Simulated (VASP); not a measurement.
Here is a VASP 6.6.1 calculation.

The input INCAR:

```
SYSTEM = Ru8N
PREC = Accurate ; ENCUT = 520
EDIFF = 1E-6 ; ISMEAR = 0
SIGMA = 0.1 ; LREAL = .FALSE.
LASPH = .TRUE. ; NELM = 120
ALGO = Normal ; ISIF = 2
LWAVE = .FALSE. ; LCHARG = .FALSE.
LDIPOL = .TRUE. ; IDIPOL = 3
DIPOL = 0.5 0.5 0.319 ; GGA = PE
IVDW = 12 ; NBANDS = 132
GGA_COMPAT = .FALSE. ; NELMDL = -8
```

Contents of KPOINTS:

```
regular mesh
0
G
  6 6 1
  0 0 0
```

Contents of POSCAR:

```
Ru8N
1.0
    5.3951895594      0.0000000000      0.0000000000
   -2.6975947797      4.6723712167      0.0000000000
    0.0000000000      0.0000000000     25.0383144398
Ru N
16 2
Direct
    0.3333333333      0.1666666667      0.1597551628
    0.3333333333      0.6666666667      0.1597551628
    0.8333333333      0.1666666667      0.1597551628
    0.8333333333      0.6666666667      0.1597551628
    0.1666666667      0.3333333333      0.2449409688
    0.1666666667      0.8333333333      0.2449409688
    0.6666666667      0.3333333333      0.2449409688
    0.6666666667      0.8333333333      0.2449409688
    0.3333333333      0.1666666667      0.3299719610
    0.3333333333      0.6666666667      0.3299719610
    0.8333333333      0.1666666667      0.3299719610
    0.8333333333      0.6666666667      0.3299719610
    0.1666666667      0.3333333333      0.4128997766
    0.1666666667      0.8333333333      0.4128997766
    0.6666666667      0.3333333333      0.4128997766
    0.6666666667      0.8333333333      0.4128997766
    0.3333333333      0.6666666667      0.5566794232
    0.3333333333      0.6666666667      0.6006120930
```

Potentials or basis: VASP PAW PBE potentials, release 64 (Ru_pv, N).

Launch:

```bash
$ cat potpaw_PBE.64/Ru_pv/POTCAR potpaw_PBE.64/N/POTCAR > POTCAR
$ mpirun -np 1 vasp_std > vasp.out
```

**Question.** What does it give for the dispersion energy per atom?

**Answer.** -0.418 eV.

**Question.** Estimate the largest force.

**Answer.** 2.136 eV/Å.

**Question.** Predict the band gap on the k mesh.

**Answer.** Zero (bands 117 and 118 overlap by 1.26 eV).

Forces on the atoms (eV/Å):
```
Ru   0.005  0.003  0.510
Ru   0.000  0.000  0.520
Ru  -0.005  0.003  0.510
Ru   0.000 -0.006  0.510
Ru   0.000 -0.004 -0.525
Ru  -0.003  0.002 -0.525
Ru   0.000  0.000 -0.520
Ru   0.003  0.002 -0.525
Ru   0.009  0.005 -0.005
Ru   0.000  0.000 -0.037
Ru  -0.009  0.005 -0.005
Ru   0.000 -0.010 -0.005
Ru   0.000 -0.019  0.024
Ru  -0.016  0.009  0.024
Ru   0.000  0.000  0.028
Ru   0.016  0.009  0.024
N    0.000  0.000 -2.136
N    0.000  0.000  2.134
```

Caveat: the standard files for N, O and F lose accuracy on very short bonds.
